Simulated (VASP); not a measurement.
# CaB15N16 (a cell with a defect) in VASP: notebook

CaB15N16 (a cell with a defect) is run at these levels: PBE; tasks: single point.

All numbers are computed with VASP 6.6.1; they aren't measurements. Logs are shortened: lines on timing, memory, paths and dates and some standing lists are left out, and cuts for length are marked.

### 1 The cell of the first run

The cell holds a defect, 32 atoms: a = 6.277 Å, b = 6.277 Å, c = 6.277 Å, α = 109.47°, β = 109.47°, γ = 109.47°.

### 2 Single point, PBE, collinear spin

Input file INCAR:

```
ALGO     = Normal         # electronic algorithm
EDIFF    = 1E-6           # SCF threshold, eV
ENCUT    = 520            # plane-wave cutoff, eV
GGA      = PE             # functional
ISIF     = 2              # what is computed and relaxed
ISMEAR   = 0              # smearing method
ISPIN    = 2              # spin polarisation
LASPH    = T              # aspherical terms in the spheres
LCHARG   = F              # write CHGCAR
LORBIT   = 11             # projections on sites
LREAL    = Auto         
LWAVE    = F              # write WAVECAR
MAGMOM   = 0 0 0 0 0 0 0.01 0 0 0 0 0 0.01 0 0.01 0.11 0.28 0.06 0.06 0.01 0.04 0.28 0.01 0.01 0.01 0.27 0.06 0.06 0.04 0.06 0.04 0.06 # initial moments
NBANDS   = 94             # bands
NELECT   = 134.0        
NELM     = 150            # most SCF steps
NUPDOWN  = 2.0            # fixed moment
PREC     = Accurate       # precision mode
SIGMA    = 0.01           # smearing width, eV
```

Input file KPOINTS:

```
Automatic mesh
0
Gamma
  1 1 1
  0.25 0.25 0.25
```

Input file POSCAR:

```
CaB15N16
1.0
   -3.6241103800      3.6241103800     -3.6241103800
    3.6241103800      3.6241103800      3.6241103800
    3.6241103800     -3.6241103800     -3.6241103800
B Ca N
15 1 16
Direct
   -0.0102960518     -0.0074609297     -0.0111428991
    0.0008151515      0.2545018728      0.7636046656
    0.0074785685      0.5109555873      0.5016168764
   -0.0108451557      0.7366519646      0.2390861860
    0.2516739063     -0.0008229596      0.7641540503
    0.2516760622      0.5109571760      0.2574419472
    0.2516158035      0.7522437971      0.0039403285
    0.5141373830     -0.0007119151      0.5016056928
    0.5135977810      0.2545208164      0.2509098762
    0.5024699464      0.5053114173      0.0143977573
    0.4958478815      0.7551243561      0.7457886808
    0.7388540772     -0.0074740006      0.2396283576
    0.7492660027      0.2499216798     -0.0007267641
    0.7642963121      0.5052174802      0.7523031125
    0.7540138147      0.7523241911      0.5016205902
    0.2512867184      0.2187507285      0.5016924366
   -0.0719937696     -0.0682741762      0.1779518971
   -0.0032779739      0.2515332036      0.0086972252
    0.0135821371      0.5064184991      0.7565093704
   -0.0005297297      0.7577118072      0.5016291601
    0.2516417642     -0.0013065245      0.0106294545
    0.2516621861      0.2553864889      0.8253563537
    0.2516767014      0.5424719895      0.5016220987
    0.2516301388      0.7576880077      0.2493841397
    0.5038363639      0.0099026916      0.7538353707
    0.5749155462      0.2554055415      0.5015975896
    0.5065845153      0.5064799042      0.2635923489
    0.4896605628      0.7444642140     -0.0054534343
    0.7606440435     -0.0012434320      0.5016206312
    0.7586937098      0.2515289920      0.2467271980
    0.7426291358      0.4896958322     -0.0073975940
    0.7446073432      0.7445108216      0.7396566764
```

Potentials or basis: VASP PAW PBE potentials, release 64 (B, Ca_sv, N).

Launch:

```sh
$ cat potpaw_PBE.64/B/POTCAR potpaw_PBE.64/Ca_sv/POTCAR potpaw_PBE.64/N/POTCAR > POTCAR
$ mpirun -np 1 vasp_std > vasp.out
```

OUTCAR:

```text
EDIFF = 1E-6
   ENCUT = 520
   GGA = PE
   ISIF = 2
   ISMEAR = 0
   ISPIN = 2
   LASPH = T
   LORBIT = 11
   LREAL = Auto
   NELECT = 134.0
   NELM = 150
   NUPDOWN = 2.0
   PREC = Accurate

 ion  position               nearest neighbor table
   1  0.990  0.993  0.989-  17 1.49  32 1.55  18 1.57  21 1.59  16 2.64
   2  0.001  0.255  0.764-  22 1.49  18 1.55  19 1.57  29 1.59  16 2.63
   3  0.007  0.511  0.502-  23 1.48  20 1.57  30 1.60  19 1.60
   4  0.989  0.737  0.239-  17 1.52  31 1.55  24 1.59  20 1.59  16 2.48
   5  0.252  0.999  0.764-  22 1.52  21 1.55  25 1.59  20 1.59  16 2.48
   6  0.252  0.511  0.257-  23 1.48  24 1.57  27 1.60  18 1.60
   7  0.252  0.752  0.004-  24 1.53  19 1.53  28 1.53  21 1.53
   8  0.514  0.999  0.502-  26 1.52  29 1.55  24 1.59  25 1.59  16 2.48
   9  0.514  0.255  0.251-  26 1.49  30 1.55  27 1.57  21 1.59  16 2.64
  10  0.502  0.505  0.014-  22 1.49  27 1.55  28 1.57  31 1.59  16 2.64
  11  0.496  0.755  0.746-  23 1.48  25 1.57  32 1.60  28 1.60
  12  0.739  0.993  0.240-  17 1.49  28 1.55  30 1.57  29 1.59  16 2.63
  13  0.749  0.250  0.999-  25 1.53  30 1.53  18 1.53  31 1.53
  14  0.764  0.505  0.752-  26 1.49  19 1.55  32 1.57  31 1.59  16 2.64
  15  0.754  0.752  0.502-  20 1.53  27 1.53  32 1.53  29 1.53
  16  0.251  0.219  0.502-  22 1.97  17 1.97  26 1.97  23 2.03   5 2.48   4 2.48   8 2.48   2 2.63
                            12 2.63  10 2.64   1 2.64  14 2.64   9 2.64
  17  0.928  0.932  0.178-   1 1.49  12 1.49   4 1.52  16 1.97
  18  0.997  0.252  0.009-  13 1.53   2 1.55   1 1.57   6 1.60
  19  0.014  0.506  0.757-   7 1.53  14 1.55   2 1.57   3 1.60
  20  0.999  0.758  0.502-  15 1.53   3 1.57   5 1.59   4 1.59
  21  0.252  0.999  0.011-   7 1.53   5 1.55   1 1.59   9 1.59
  22  0.252  0.255  0.825-  10 1.49   2 1.49   5 1.52  16 1.97
[... 8 lines left out ...]
  31  0.743  0.490  0.993-  13 1.53   4 1.55  10 1.59  14 1.59
  32  0.745  0.745  0.740-  15 1.53   1 1.55  14 1.57  11 1.60

  LATTYP: Found a body centered cubic cell.
 ALAT       =     7.2482207600

  Lattice vectors:

 A1 = (  -3.6241103800,   3.6241103800,  -3.6241103800)
 A2 = (   3.6241103800,   3.6241103800,   3.6241103800)
 A3 = (   3.6241103800,  -3.6241103800,  -3.6241103800)

Analysis of symmetry for initial positions (statically):
=====================================================================
 Subroutine PRICEL returns:
 Original cell was already a primitive cell.

 Routine SETGRP: Setting up the symmetry group for a
 body centered cubic supercell.

 Subroutine GETGRP returns: Found  1 space group operations
 (whereof  1 operations were pure point group operations)
 out of a pool of 48 trial point group operations.

The static configuration has the point symmetry C_1 .

Analysis of symmetry for dynamics (positions and initial velocities):
=====================================================================
 Subroutine PRICEL returns:
 Original cell was already a primitive cell.

 Routine SETGRP: Setting up the symmetry group for a
 body centered cubic supercell.

 Subroutine GETGRP returns: Found  1 space group operations
 (whereof  1 operations were pure point group operations)
 out of a pool of 48 trial point group operations.

The dynamic configuration has the point symmetry C_1 .

Analysis of structural, dynamic, and magnetic symmetry:
=====================================================================
 Subroutine PRICEL returns:
 Original cell was already a primitive cell.

 Routine SETGRP: Setting up the symmetry group for a
 body centered cubic supercell.

 Subroutine GETGRP returns: Found  1 space group operations
 (whereof  1 operations were pure point group operations)
 out of a pool of 48 trial point group operations.

The overall configuration has the point symmetry C_1 .

 Subroutine INISYM returns: Found  1 space group operations
 (whereof  1 operations are pure point group operations),
 and found     1 'primitive' translations

----------------------------------------------------------------------------------------

                                     Primitive cell

  volume of cell :     190.3988

  direct lattice vectors                    reciprocal lattice vectors
    -3.624110380  3.624110380 -3.624110380     0.000000000  0.137964893 -0.137964893
     3.624110380  3.624110380  3.624110380     0.137964893  0.137964893  0.000000000
[... 105 lines left out ...]
   total plane-waves  NPLWV = 110592
   dimension x,y,z NGX =    48 NGY =   48 NGZ =   48
   dimension x,y,z NGXF=    96 NGYF=   96 NGZF=   96
   ions per type =              15   1  16
   NGX,Y,Z   is equivalent  to a cutoff of  12.71, 12.71, 12.71 a.u.
   NGXF,Y,Z  is equivalent  to a cutoff of  25.42, 25.42, 25.42 a.u.
 SYSTEM =  unknown system
   PREC   = accura    normal or accurate (medium, high low for compatibility)
   ISTART =      0    job   : 0-new  1-cont  2-samecut
   ICHARG =      2    charge: 1-file 2-atom 10-const
   ISPIN  =      2    spin polarized calculation?
   LNONCOLLINEAR =      F non collinear calculations
   LSORBIT =      F    spin-orbit coupling
   LASPH  =      T    aspherical Exc in radial PAW
   ENCUT  =  520.0 eV  38.22 Ry    6.18 a.u.  11.67 11.67 11.67*2*pi/ulx,y,z
   NELM   =    150;   NELMIN=  2; NELMDL= -5     # of ELM steps
   EDIFF  = 0.1E-05   stopping-criterion for ELM
   LREAL  =      T    real-space projection
   EDIFFG = 0.1E-04   stopping-criterion for IOM
   NSW    =      0    number of steps for IOM
   IBRION =     -1    ionic relax: 0-MD 1-quasi-New 2-CG
   NFREE  =      0    steps in history (QN), initial steepest desc. (CG)
   ISIF   =      2    stress and relaxation
   ISYM   =      2    0-nonsym 1-usesym 2-fastsym
   POTIM  = 0.5000    time-step for ionic-motion
   TEBEG  =    0.0;   TEEND  =   0.0 temperature during run
   PSTRESS=    0.0 pullay stress
   NELECT =     134.0000    total number of electrons
   NUPDOWN=       2.0000    fix difference up-down
   EMIN   =  10.00;   EMAX   =-10.00  energy-range for DOS
   EFERMI =   0.00;   METHOD = LEGACY
   ISMEAR =     0;   SIGMA  =   0.01  broadening in eV -4-tet -1-fermi 0-gaus
   EFERMI_NEDOS =   21; number of points for ismear=-14 and -15
   IALGO  =     38    algorithm
   IMIX   =      4    mixing-type and parameters
     AMIX     =   0.40;   BMIX     =  1.00
     AMIX_MAG =   1.60;   BMIX_MAG =  1.00
  volume/ion in A,a.u.               =       5.95        40.15
  Fermi-wavevector in a.u.,A,eV,Ry     =   1.456202  2.751823 28.851492  2.120525
  Thomas-Fermi vector in A             =   2.573148
   LORBIT       =     11    0 simple, 1 ext, 2 COOP (PROOUT), +10 PAW based schemes
   GGA     = PE    functional components
   LHFCALC =     F    Hartree Fock is set to
   AEXX    =    0.0000 exact exchange contribution
   IVDW    =     0    specifies the selected vdW correction
   LEPSILON=     F    determine dielectric tensor
   LRPA    =     F    only Hartree local field effects (RPA)
 spin polarized calculation
 Gauss-broadening in eV      SIGMA  =   0.01
  energy-cutoff  :      520.00
  volume of cell :      190.40
 maximum number of plane-waves:      5072
 NGX is ok and might be reduce to    48
   NGX = 23   NGY = 23   NGZ = 23

 number of electron     134.0000001 magnetization       1.9999993

 Free energy of the ion-electron system (eV)
  ---------------------------------------------------
  ext. energy  EPLUGINS =         0.00000000
  ---------------------------------------------------
  free energy    TOTEN  =      -270.62903080 eV

  energy without entropy =     -270.62903080  energy(sigma->0) =     -270.62903080

 E-fermi :   8.0068     XC(G=0): -12.8937

 val. band max:        7.8676314999   @ k =   0.2500   0.2500   0.2500
 cond. band min:       8.2408420546   @ k =   0.2500   0.2500   0.2500
 fundamental gap:      0.3732105546
 Fermi energy:         7.8264257981

 spin component 1

 k-point     1 :       0.2500    0.2500    0.2500
  band No.  band energies     occupation
      1     -29.9905      1.00000
      2     -12.7903      1.00000
      3     -12.7837      1.00000
      4     -12.1425      1.00000
      5     -10.9328      1.00000
      6     -10.9314      1.00000
[... 71 lines left out ...]
     78      15.1143      0.00000
     79      15.3048      0.00000
 Fermi energy:         8.0068384480

 spin component 2

 k-point     1 :       0.2500    0.2500    0.2500
  band No.  band energies     occupation
      1     -29.8375      1.00000
      2     -12.5212      1.00000
      3     -12.5163      1.00000
      4     -12.0617      1.00000
      5     -10.8121      1.00000
      6     -10.8110      1.00000
[... 71 lines left out ...]
     78      15.1993      0.00000
     79      15.3619      0.00000
 [bands above 79 left out]

------------------------ aborting loop because EDIFF is reached ----------------------------------------

  FORCE on cell =-STRESS in cart. coord.  units (eV):
  Direction    XX          YY          ZZ          XY          YZ          ZX
  --------------------------------------------------------------------------------------
  -------------------------------------------------------------------------------------
  Total       24.4680744     24.4557691     24.4651330     -2.7220058     -2.7086543     -2.8119609
  in kB      205.8951582    205.7916108    205.8704068    -22.9052688    -22.7929179    -23.6622273
  external PRESSURE =     205.8523919 kB  Pullay stress =       0.0000000 kB

 VOLUME and BASIS-vectors are now :
 -----------------------------------------------------------------------------
  energy-cutoff  :      520.00
  volume of cell :      190.40
      direct lattice vectors                 reciprocal lattice vectors
    -3.624110380  3.624110380 -3.624110380     0.000000000  0.137964893 -0.137964893
     3.624110380  3.624110380  3.624110380     0.137964893  0.137964893  0.000000000
     3.624110380 -3.624110380 -3.624110380     0.137964893  0.000000000 -0.137964893

 POSITION                                       TOTAL-FORCE (eV/Angst)
 -----------------------------------------------------------------------------------
      3.59400      3.60014     -3.57345        -0.008329      0.019715      0.000980
      3.68678     -1.84209     -1.84800         0.001945     -0.006951      0.020886
      3.64257      0.06095      0.00674         0.010194     -0.028842      0.010006
     -0.04862      5.38804     -1.78157        -0.006097     -0.008060     -0.012901
      5.47841      1.76384     -0.06034        -0.013072     -0.010882     -0.010155
      1.87266      1.83087      0.00667        -0.025462      0.007435      0.008604
[... 24 lines left out ...]
      2.68064      0.86878     -4.51396        -0.000069      0.001033      0.012102
      2.68025      2.71613     -2.68095         0.003645     -0.008865      0.001925
 -----------------------------------------------------------------------------------
    total drift:                               -0.005093     -0.005403     -0.005511

  FREE ENERGIE OF THE ION-ELECTRON SYSTEM (eV)
  ---------------------------------------------------
  free  energy   TOTEN  =      -270.6290308023 eV

  energy  without entropy=     -270.6290308023  energy(sigma->0) =     -270.62903080

 total charge

# of ion       s       p       d       tot
------------------------------------------
    1        0.679   1.396   0.000   2.074
    2        0.679   1.395   0.000   2.074
    3        0.673   1.371   0.000   2.044
    4        0.674   1.374   0.000   2.048
    5        0.674   1.374   0.000   2.048
    6        0.673   1.371   0.000   2.044
[... 24 lines left out ...]
   31        1.216   2.746   0.000   3.961
   32        1.218   2.744   0.000   3.962
--------------------------------------------------
tot         31.905  71.003   0.757 103.666

 magnetization (x)

# of ion       s       p       d       tot
------------------------------------------
    1       -0.001  -0.006   0.000  -0.007
    2       -0.001  -0.006   0.000  -0.007
    3        0.000  -0.001   0.000  -0.001
    4       -0.002  -0.006   0.000  -0.008
    5       -0.002  -0.006   0.000  -0.008
    6        0.000  -0.001   0.000  -0.001
[... 24 lines left out ...]
   31        0.003   0.045   0.000   0.048
   32        0.003   0.057   0.000   0.060
--------------------------------------------------
tot          0.058   1.450   0.146   1.655
```

It took 1.9 min on 1 thread of Intel Xeon Platinum 8488C (Sapphire Rapids), shared host; peak memory 0.41 GiB.

What came out:

- Free energy: -270.6290 eV
- Largest force: 0.104 eV/Å
- Net moment: 2.00 μB per cell
- Site moments: B -0.01, -0.00, +0.02 (each value once); Ca +0.19; N +0.31, +0.06, +0.01, +0.05 (each value once) μB
- Valence electrons inside the program's atomic spheres: B 2.07, 2.04, 2.05, 2.14, 2.08 (each value once); Ca 8.83; N 4.02, 3.96, 4.09 (each value once)

Forces on the atoms (eV/Å):
```
B   -0.008  0.020  0.001
B    0.002 -0.007  0.021
B    0.010 -0.029  0.010
B   -0.006 -0.008 -0.013
B   -0.013 -0.011 -0.010
B   -0.025  0.007  0.009
B    0.003 -0.001 -0.001
B   -0.009 -0.022 -0.010
B   -0.010  0.001  0.030
B    0.001  0.019 -0.008
B    0.010  0.009 -0.026
B    0.022 -0.009  0.001
B   -0.001 -0.002 -0.003
B    0.031  0.002 -0.011
B   -0.001 -0.001 -0.002
Ca   0.003  0.018  0.007
N   -0.051 -0.053  0.054
N    0.001  0.008 -0.009
N   -0.010 -0.001  0.009
N   -0.005  0.012 -0.002
N    0.012  0.003  0.001
N    0.053 -0.050 -0.048
N    0.040  0.046  0.044
N    0.014 -0.007 -0.009
N   -0.008 -0.003  0.014
N   -0.059  0.060 -0.061
N    0.002 -0.010  0.005
N   -0.011  0.007  0.001
N    0.001  0.011  0.001
N    0.008  0.000 -0.007
N    0.000  0.001  0.012
N    0.004 -0.009  0.002
```

Caveat: the k points lie up to 1.23 Å⁻¹ apart, too coarse for converged energies, forces and pressures; the cell carries a net charge on a neutralising background, which shifts energy and pressure; the cell is charged against a uniform background, so pressure and absolute levels hang on convention; the total moment is fixed, so each spin has its own Fermi level and the state may be an excited one.

### 3 Single point, PBE, collinear spin

Input file INCAR:

```
SYSTEM = CaB15N16
PREC = Accurate ; ENCUT = 520
EDIFF = 1E-6 ; ISMEAR = 0
SIGMA = 0.01 ; LREAL = Auto
LASPH = .TRUE. ; NELM = 150
ALGO = Normal ; ISIF = 2
LWAVE = .FALSE. ; LCHARG = .TRUE.
ISPIN = 2 ; MAGMOM = 0 0 0 0 0 0 0.01 0 0 0 0 0 0.01 0 0.01 0.11 0.28 0.06 0.06 0.01 0.04 0.28 0.01 0.01 0.01 0.27 0.06 0.06 0.04 0.06 0.04 0.06
LORBIT = 11 ; NUPDOWN = 2.0
GGA = PE ; LELF = .TRUE.
LVHAR = .TRUE. ; NBANDS = 94
NELECT = 134.0
```

KPOINTS is that of step 2.

Edit POSCAR of step 2 so:

```diff
@@ -2,5 +2,5 @@
 1.0
-   -3.6241103800      3.6241103800     -3.6241103800
-    3.6241103800      3.6241103800      3.6241103800
-    3.6241103800     -3.6241103800     -3.6241103800
+   -3.6241103844      3.6241103844     -3.6241103844
+    3.6241103844      3.6241103844      3.6241103844
+    3.6241103844     -3.6241103844     -3.6241103844
 B Ca N
```

Potentials or basis: VASP PAW PBE potentials, release 64 (B, Ca_sv, N).

Launch:

```sh
$ cat potpaw_PBE.64/B/POTCAR potpaw_PBE.64/Ca_sv/POTCAR potpaw_PBE.64/N/POTCAR > POTCAR
$ mpirun -np 1 vasp_std > vasp.out
```

Wall time 1.8 min (1 thread of Intel Xeon Platinum 8488C (Sapphire Rapids), shared host); peak memory 0.4 GiB.

The run converged. Its results:

```
Free energy                                           : -270.6290 eV
Largest force                                         : 0.104 eV/Å
Net moment                                            : 2.00 μB per cell
Site moments                                          : B -0.01, -0.00, +0.02 (each value once); Ca +0.19; N +0.31, +0.06, +0.01, +0.05 (each value once) μB
Valence electrons inside the program's atomic spheres : B 2.07, 2.04, 2.05, 2.14, 2.08 (each value once); Ca 8.83; N 4.02, 3.96, 4.09 (each value once)
```

Forces in eV/Å, atoms in the order of the input:
```
B   -0.008  0.020  0.001
B    0.002 -0.007  0.021
B    0.010 -0.029  0.010
B   -0.006 -0.008 -0.013
B   -0.013 -0.011 -0.010
B   -0.025  0.007  0.009
B    0.003 -0.001 -0.001
B   -0.009 -0.022 -0.010
B   -0.010  0.001  0.030
B    0.001  0.019 -0.008
B    0.010  0.009 -0.026
B    0.022 -0.009  0.001
B   -0.001 -0.002 -0.003
B    0.031  0.002 -0.011
B   -0.001 -0.001 -0.002
Ca   0.003  0.018  0.007
N   -0.051 -0.053  0.054
N    0.001  0.008 -0.009
N   -0.010 -0.001  0.009
N   -0.005  0.012 -0.002
N    0.012  0.003  0.001
N    0.053 -0.050 -0.048
N    0.040  0.046  0.044
N    0.014 -0.007 -0.009
N   -0.008 -0.003  0.014
N   -0.059  0.060 -0.061
N    0.002 -0.010  0.005
N   -0.011  0.007  0.001
N    0.001  0.011  0.001
N    0.008  0.000 -0.007
N    0.000  0.001  0.012
N    0.004 -0.009  0.002
```

Caveat: the k points lie up to 1.23 Å⁻¹ apart, too coarse for converged energies, forces and pressures; the cell carries a net charge on a neutralising background, which shifts energy and pressure; the cell is charged against a uniform background, so pressure and absolute levels hang on convention; the total moment is fixed, so each spin has its own Fermi level and the state may be an excited one.
